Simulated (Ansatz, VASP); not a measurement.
# One calculation of Zr2H6Pb, two programs

```xyz
9
Lattice="0.0000 4.5029 4.5029 4.5029 0.0000 4.5029 4.5029 4.5029 0.0000" Properties=species:S:1:pos:R:3 pbc="T T T"
Zr    6.7544    6.7544    6.7544
Zr    2.2515    2.2515    2.2515
H     0.0000    2.2515    2.2515
H     4.5029    2.2515    2.2515
H     2.2515    0.0000    2.2515
H     2.2515    4.5029    2.2515
H     2.2515    2.2515    0.0000
H     2.2515    2.2515    4.5029
Pb    0.0000    0.0000    0.0000
```

Change from the starting cell: ordered vacancies on the A sites of perovskite (Fm-3m, No. 225).

Alike in both runs: task single point; functional PBE; k mesh 4 × 4 × 4; occupations gaussian, width 0.1 eV; no spin polarisation.

|  | VASP | Ansatz |
| --- | --- | --- |
| version | VASP 6.6.1 | Ansatz 0.2.0 |
| potentials or method | VASP PAW PBE potentials, release 64 (Zr_sv, H, Pb_d), cutoff 520 eV | scalar-relativistic, plane waves, PAW |
| valence electrons in the cell | 44 | 44 |

VASP gave:

- gap on the k mesh at the Fermi level (eV): none
- pressure (GPa): -11.8

Question: Estimate Ansatz's values.

Answer: gap on the k mesh at the Fermi level (eV): none; pressure (GPa): -11.7.

A gap of «none» marks a metal or a gap that the smearing closes.

Spin-orbit coupling is off throughout.
